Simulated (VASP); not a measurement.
Here is a VASP 6.6.1 calculation.

The input INCAR:

```
  ALGO = Normal
  EDIFF = 1E-6
  ENCUT = 520
  GGA = PS
  ISIF = 2
  ISMEAR = 0
  ISPIN = 2
  LASPH = T
  LCHARG = T
  LELF = T
  LMAXMIX = 4
  LORBIT = 11
  LREAL = Auto
  LUSENCCL = F
  LVHAR = T
  LWAVE = F
  MAGMOM = 1 0 0 0 0 0 0 0 0 0 0 0 0 0 0 0 0 0 0 0 0 0 0 0
  NBANDS = 126
  NELM = 150
  PREC = Accurate
  SIGMA = 0.05
```

Contents of KPOINTS:

```
k-points
0
Gamma
  3 3 2
```

Contents of POSCAR:

```
NbMo7S16
1.0
    6.3379961000      0.0000000000      0.0000000000
   -3.1689980000      5.4888656000      0.0000000000
    0.0000000000      0.0000000000     12.3240000000
Nb Mo S
1 7 16
Direct
    0.1665692746      0.3326280233      0.2500082311
    0.1677609785      0.8332240000      0.2500088947
    0.6659727774      0.3314379418      0.2500099635
    0.6659752872      0.8332218572      0.2500096513
    0.3337309504      0.1661954311      0.7499741548
    0.3337233702      0.6662631292      0.7499739098
    0.8336550174      0.1661918978      0.7499737832
    0.8337061637      0.6662166089      0.7499735588
    0.1670369216      0.3328823351      0.6243816613
    0.1670811604      0.8329077539      0.6243734596
    0.6670209431      0.3328438723      0.6243725833
    0.6670133908      0.8329004714      0.6243738882
    0.3358608353      0.1633359557      0.1226984505
    0.3358615018      0.6712096595      0.1226995369
    0.8279856904      0.1633359137      0.1227001261
    0.8332363548      0.6659635908      0.1250931696
    0.1670368660      0.3328826876      0.8755662185
    0.1670818024      0.8329080978      0.8755748550
    0.6670212659      0.3328440845      0.8755752231
    0.6670134301      0.8329007932      0.8755730151
    0.3358589651      0.1633356338      0.3773193429
    0.3358598864      0.6712077572      0.3773180934
    0.8279869443      0.1633363642      0.3773186148
    0.8332360193      0.6659631401      0.3749249928
```

Potentials or basis: VASP PAW PBE potentials, release 64 (Nb_sv, Mo_sv, S).

The run is started by

```console
$ cat potpaw_PBE.64/Nb_sv/POTCAR potpaw_PBE.64/Mo_sv/POTCAR potpaw_PBE.64/S/POTCAR > POTCAR
$ mpirun -np 1 vasp_std > vasp.out
```

(1) Estimate the net moment.

(2) Predict the largest force.

Results:

(1) 0.00 μB per cell.

(2) 0.041 eV/Å.

Caveat: the k points lie up to 0.38 Å⁻¹ apart; the PAW data sets were made with another functional, which shifts forces and pressure a little.
